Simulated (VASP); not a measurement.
Runs of VASP 6.6.1 on CdO. The structure is that of space group Fm-3m (No. 225), or close to it. The cells are those of the table. 

```csv
level,potentials or basis,cell,k mesh,cutoff (eV),gap on the mesh (eV),pressure (GPa)
"b88 exchange, pbe correlation","VASP PAW PBE potentials, release 64 (Cd, O)","a = 3.388 Å, angles 60.0°, 2 atoms",10 × 10 × 10,600,none,(a)
"b88 exchange, pbe correlation","VASP PAW PBE potentials, release 64 (Cd, O)","a = 3.255 Å, angles 60.0°, 2 atoms",10 × 10 × 10,600,none,18.3
"b88 exchange, pbe correlation","VASP PAW PBE potentials, release 64 (Cd, O)","a = 3.300 Å, angles 60.0°, 2 atoms",10 × 10 × 10,600,none,10.3
LDA,"VASP PAW LDA potentials, release 64 (Cd_sv_GW, O)","a = 3.323 Å, angles 60.0°, 2 atoms",10 × 10 × 10,700,none,(c)
"b88 exchange, pbe correlation","VASP PAW PBE potentials, release 64 (Cd, O)","a = 3.345 Å, angles 60.0°, 2 atoms",10 × 10 × 10,600,none,3.8
"b88 exchange, pbe correlation","VASP PAW PBE potentials, release 64 (Cd, O)","a = 3.323 Å, angles 60.0°, 2 atoms",10 × 10 × 10,600,none,6.9
PBEsol,"VASP PAW PBE potentials, release 64 (Cd, O)","a = 3.323 Å, angles 60.0°, 2 atoms",8 × 8 × 8,600,none,(b)
"b88 exchange, pbe correlation","VASP PAW PBE potentials, release 64 (Cd, O)","a = 3.366 Å, angles 60.0°, 2 atoms",10 × 10 × 10,600,none,1.1
LDA,"VASP PAW LDA potentials, release 64 (Cd_sv_GW, O)","a = 3.300 Å, angles 60.0°, 2 atoms",10 × 10 × 10,700,none,-3.1
"b88 exchange, pbe correlation","VASP PAW PBE potentials, release 64 (Cd, O)","a = 3.278 Å, angles 60.0°, 2 atoms",10 × 10 × 10,600,none,14.1
```

Alike in all rows: task single point; no spin polarisation; smearing fermi-dirac 0.05 eV.

Problem. Estimate the missing entries.

Solution. (a) -1.3; (b) 0.5; (c) -6.0.

Caveats: semilocal functionals underestimate gaps, and a narrow one can read as zero; the PAW data sets were made with another functional, which shifts forces and pressure a little (at least some runs); the cell stands under pressure (at least some runs); the cell stands under tension (at least some runs).

A k mesh can miss the band edges, and the runs leave out spin-orbit coupling on Cd.

A gap of «none» marks levels without a gap at the run's occupations.

The runs don't all hold the same shells in valence.
